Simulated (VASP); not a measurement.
# C (Fmmm) in VASP: vibrations by perturbation theory with LDA

Aim: the vibrations by perturbation theory of C with LDA.

Program: VASP 6.6.1. These are calculated values, not measurements. Logs are shortened: lines on timing, memory, paths and dates and some standing lists are left out, and cuts for length are marked.

### Step 1. The cell of the first run

Symmetry: Fmmm, No. 69, orthorhombic system. Conventional cell: a = 2.446 Å, b = 4.233 Å, c = 6.719 Å, α = 90.00°, β = 90.00°, γ = 90.00°. C (site symmetry m2m) has 3 C at 1.41 Å within 1.9 Å.

### Step 2. Vibrations by perturbation theory, LDA

INCAR

```
PREC = Accurate
ENCUT = 520
EDIFF = 1E-8
ISMEAR = 0
SIGMA = 0.03
LREAL = F
LASPH = T
NELM = 60
ALGO = Normal
ISIF = 2
LWAVE = F
LCHARG = T
NBANDS = 16
IBRION = 8
NSW = 1
```

KPOINTS

```
Automatic mesh
0
Gamma
  16 16 6
```

POSCAR

```
C
1.0
    1.2227846672      2.1166507485      0.0000000000
    1.2227846672     -2.1166507485      0.0000000000
    0.0000000000      0.0000000000     -6.7194983675
C
4
Direct
    0.1667065656      0.8332934344      0.0000000000
    0.6667065656      0.3332934344      0.5000000000
    0.8332934344      0.1667065656      1.0000000000
    0.3332934344      0.6667065656      0.5000000000
```

Potentials or basis: VASP PAW LDA potentials, release 64 (C).

Launch:

```
cat potpaw_LDA.64/C/POTCAR > POTCAR
mpirun -np 1 vasp_std > vasp.out
```

OUTCAR:

```text
PREC = Accurate
   ENCUT = 520
   EDIFF = 1E-8
   ISMEAR = 0
   LREAL = F
   LASPH = T
   NELM = 60
   ISIF = 2
   IBRION = 8
   NSW = 1

 ion  position               nearest neighbor table
   1  0.167  0.833  0.000-   3 1.41   3 1.41   3 1.41
   2  0.667  0.333  0.500-   4 1.41   4 1.41   4 1.41
   3  0.833  0.167  0.000-   1 1.41   1 1.41   1 1.41
   4  0.333  0.667  0.500-   2 1.41   2 1.41   2 1.41

  LATTYP: Found a base centered orthorhombic cell.
 ALAT       =     2.4455693344
 B/A-ratio  =     1.7310085784
 C/A-ratio  =     2.7476212892

  Lattice vectors:

 A1 = (   1.2227846672,   2.1166507485,   0.0000000000)
 A2 = (   1.2227846672,  -2.1166507485,   0.0000000000)
 A3 = (   0.0000000000,   0.0000000000,  -6.7194983675)

Analysis of symmetry for initial positions (statically):
=====================================================================
 Subroutine PRICEL returns following result:

  LATTYP: Found a face centered orthorhombic cell.
 ALAT       =     2.4455693344
 B/A-ratio  =     1.7310085784
 C/A-ratio  =     2.7476212892

  Lattice vectors:

 A1 = (   0.0000000000,   2.1166507485,   3.3597491837)
 A2 = (   1.2227846672,   0.0000000000,   3.3597491837)
 A3 = (   1.2227846672,   2.1166507485,   0.0000000000)

   2 primitive cells build up your supercell.

 Routine SETGRP: Setting up the symmetry group for a
 base centered orthorhombic supercell.

 Subroutine GETGRP returns: Found  8 space group operations
 (whereof  8 operations were pure point group operations)
 out of a pool of  8 trial point group operations.

The static configuration has the point symmetry D_2h.

Analysis of symmetry for dynamics (positions and initial velocities):
=====================================================================
 Subroutine PRICEL returns following result:

  LATTYP: Found a face centered orthorhombic cell.
 ALAT       =     2.4455693344
 B/A-ratio  =     1.7310085784
 C/A-ratio  =     2.7476212892

  Lattice vectors:

 A1 = (   0.0000000000,   2.1166507485,   3.3597491837)
 A2 = (   1.2227846672,   0.0000000000,   3.3597491837)
 A3 = (   1.2227846672,   2.1166507485,   0.0000000000)

   2 primitive cells build up your supercell.

 Routine SETGRP: Setting up the symmetry group for a
 base centered orthorhombic supercell.

 Subroutine GETGRP returns: Found  8 space group operations
 (whereof  8 operations were pure point group operations)
 out of a pool of  8 trial point group operations.

The dynamic configuration has the point symmetry D_2h.

 Subroutine INISYM returns: Found  8 space group operations
 (whereof  8 operations are pure point group operations),
 and found     2 'primitive' translations

----------------------------------------------------------------------------------------

                                     Primitive cell
[... 136 lines left out ...]
  ---------------------------------------------------
  free energy    TOTEN  =       -40.44121862 eV

  energy without entropy =      -40.44121862  energy(sigma->0) =      -40.44121862

 E-fermi :   4.5871     XC(G=0): -10.7929

 val. band max:        4.4822292906   @ k =   0.3750   0.3125   0.0000
 cond. band min:       4.6892325252   @ k =   0.3125   0.3125   0.0000
 fundamental gap:      0.2070032346
 Fermi energy:         4.5871453313

 k-point     1 :       0.0000    0.0000    0.0000
  band No.  band energies     occupation
      1     -14.9354      2.00000
      2     -14.6209      2.00000
      3      -4.0532      2.00000
      4      -2.0223      2.00000
      5       1.6802      2.00000
      6       1.7047      2.00000
[... 433 lines left out ...]
      3      -3.9375      2.00000
      4      -1.9135      2.00000
      5       1.3324      2.00000
      6       1.3523      2.00000
[... 8 lines left out ...]
     15      15.9835      0.00000
     16      16.0798      0.00000

 [... further k-points ...]
[... 5 lines left out ...]
  --------------------------------------------------------------------------------------
  -------------------------------------------------------------------------------------
  Total        0.3022274      0.2355529      0.0061783      0.0000000      0.0000000      0.0000000
  in kB       13.9212553     10.8500837      0.2845859      0.0000000      0.0000000      0.0000000
  external PRESSURE =       8.3519750 kB  Pullay stress =       0.0000000 kB

 VOLUME and BASIS-vectors are now :
 -----------------------------------------------------------------------------
  energy-cutoff  :      520.00
  volume of cell :       34.78
      direct lattice vectors                 reciprocal lattice vectors
     1.222784667  2.116650749  0.000000000     0.408902739  0.236222249  0.000000000
     1.222784667 -2.116650749  0.000000000     0.408902739 -0.236222249  0.000000000
     0.000000000  0.000000000 -6.719498367     0.000000000  0.000000000 -0.148820633

 POSITION                                       TOTAL-FORCE (eV/Angst)
 -----------------------------------------------------------------------------------
      1.22278     -1.41093      0.00000         0.000000     -0.024251      0.000000
      1.22278      0.70572     -3.35975         0.000000     -0.024251      0.000000
      1.22278      1.41093      0.00000         0.000000      0.024251     -0.000000
      1.22278     -0.70572     -3.35975         0.000000      0.024251      0.000000
 -----------------------------------------------------------------------------------
    total drift:                               -0.000000      0.000000     -0.000000

  FREE ENERGIE OF THE ION-ELECTRON SYSTEM (eV)
  ---------------------------------------------------
  free  energy   TOTEN  =       -40.4412186159 eV

  energy  without entropy=      -40.4412186155  energy(sigma->0) =      -40.44121862

[... ionic steps 2 to 3 ...]

--------------------------------------- Ionic step        4  -------------------------------------------

------------------------ aborting loop because EDIFF is reached ----------------------------------------

--------------------------------------- Ionic step        5  -------------------------------------------

------------------------ aborting loop because EDIFF is reached ----------------------------------------

--------------------------------------- Ionic step        6  -------------------------------------------

 Free energy of the ion-electron system (eV)
  ---------------------------------------------------
  ---------------------------------------------------
  free energy    TOTEN  =        -0.13762543 eV

  energy without entropy =       -0.13762543

------------------------ aborting loop because EDIFF is reached ----------------------------------------

 INTERNAL STRAIN TENSOR  FOR ION    1  DIRECTION 3   (eV/Angst):
 -----------------------------------------------------------------------------
    -0.02448  0.00000  0.00000
     0.00000  0.02530 -0.14184
     0.00000 -0.14237 -0.00213

 INTERNAL STRAIN TENSOR FOR ION    4 for displacements in x,y,z  (eV/Angst):
          X           Y           Z          XY          YZ          ZX
  --------------------------------------------------------------------------------
  x     0.00000     0.00000     0.00000   -12.29565     0.00000     0.00000
  y   -13.40819    13.52923    -0.15786     0.00000     0.00000     0.00000
  z     0.00000    -0.00000     0.00000     0.00000     0.14237     0.00000

 SECOND DERIVATIVES (NOT SYMMETRIZED)
 ------------------------------------
               1X          1Y          1Z          2X          2Y          2Z          3X          3Y          3Z          4X          4Y          4Z
  1X   -56.770105    0.000000    0.000000    0.559302    0.000000    0.000000   56.706715    0.000000    0.000000   -0.495912    0.000000    0.000000
  1Y     0.000000  -56.537300    0.000000    0.000000   -0.235560    0.000000    0.000000   56.561924    0.000000    0.000000    0.210935    0.000000
  1Z     0.000000    0.000000  -17.467705    0.000000    0.000000    0.196104    0.000000    0.000000   17.191070    0.000000    0.000000    0.080531
  2X     0.559302    0.000000    0.000000  -56.770105    0.000000    0.000000   -0.495912    0.000000    0.000000   56.706715    0.000000    0.000000
  2Y     0.000000   -0.235560    0.000000    0.000000  -56.537300    0.000000    0.000000    0.210935    0.000000    0.000000   56.561924    0.000000
  2Z     0.000000    0.000000    0.196104    0.000000    0.000000  -17.467705    0.000000    0.000000    0.080531    0.000000    0.000000   17.191070
  3X    56.706715    0.000000    0.000000   -0.495912    0.000000    0.000000  -56.770105    0.000000    0.000000    0.559302    0.000000    0.000000
  3Y     0.000000   56.561924    0.000000    0.000000    0.210935    0.000000    0.000000  -56.537300    0.000000    0.000000   -0.235560    0.000000
  3Z     0.000000    0.000000   17.191070    0.000000    0.000000    0.080531    0.000000    0.000000  -17.467705    0.000000    0.000000    0.196104
  4X    -0.495912    0.000000    0.000000   56.706715    0.000000    0.000000    0.559302    0.000000    0.000000  -56.770105    0.000000    0.000000
  4Y     0.000000    0.210935    0.000000    0.000000   56.561924    0.000000    0.000000   -0.235560    0.000000    0.000000  -56.537300    0.000000
  4Z     0.000000    0.000000    0.080531    0.000000    0.000000   17.191070    0.000000    0.000000    0.196104    0.000000    0.000000  -17.467705

 Eigenvectors and eigenvalues of the dynamical matrix
 ----------------------------------------------------

   1 f  =   48.275261 THz   303.322409 2PiTHz 1610.289369 cm-1   199.650347 meV
             X         Y         Z           dx          dy          dz
      1.222785 -1.410932  0.000000     0.500000    0.000000   -0.000000
      1.222785  0.705719 -3.359749    -0.500000    0.000000   -0.000000
      1.222785  1.410932  0.000000    -0.500000   -0.000000    0.000000
      1.222785 -0.705719 -3.359749     0.500000   -0.000000   -0.000000
[... 71 lines left out ...]
  12 f/i=    1.001059 THz     6.289840 2PiTHz   33.391739 cm-1     4.140046 meV
             X         Y         Z           dx          dy          dz
      1.222785 -1.410932  0.000000    -0.000000    0.500000    0.000000
      1.222785  0.705719 -3.359749    -0.000000   -0.500000    0.000000
      1.222785  1.410932  0.000000    -0.000000    0.500000    0.000000
      1.222785 -0.705719 -3.359749    -0.000000   -0.500000    0.000000

--------------------------------------------------------------------------------------------------------

 ELASTIC MODULI CONTR FROM IONIC RELAXATION (kBar)
 Direction    XX          YY          ZZ          XY          YZ          ZX
 --------------------------------------------------------------------------------
 XX        -291.7252    294.3588     -3.4347     -0.0000     -0.0000      0.0000
 YY         294.3588   -297.0161      3.4657      0.0000      0.0000      0.0000
 ZZ          -3.4347      3.4657     -0.0404     -0.0000     -0.0000      0.0000
 XY          -0.0000      0.0000     -0.0000   -247.7751     -0.0000      0.0000
 YZ          -0.0000      0.0000     -0.0000     -0.0000     -0.1081      0.0000
 ZX           0.0000      0.0000      0.0000      0.0000      0.0000      0.0000
 --------------------------------------------------------------------------------
```

Run time: 9.3 min. Hardware: 1 thread of Oxide Virtual Turin-like, shared host; peak memory 0.53 GiB.

Results:

```yaml
Highest_phonon_frequency_at_Γ: 1610 cm⁻¹
Most_unstable_mode: 33i cm⁻¹
```

Phonon frequencies in cm⁻¹ (negative: imaginary):
| q point | frequencies |
| --- | --- |
| (0.000, 0.000, 0.000) | -33 0 0 0 54 112 884 887 1595 1597 1603 1610 |

Caveat: some modes are imaginary.
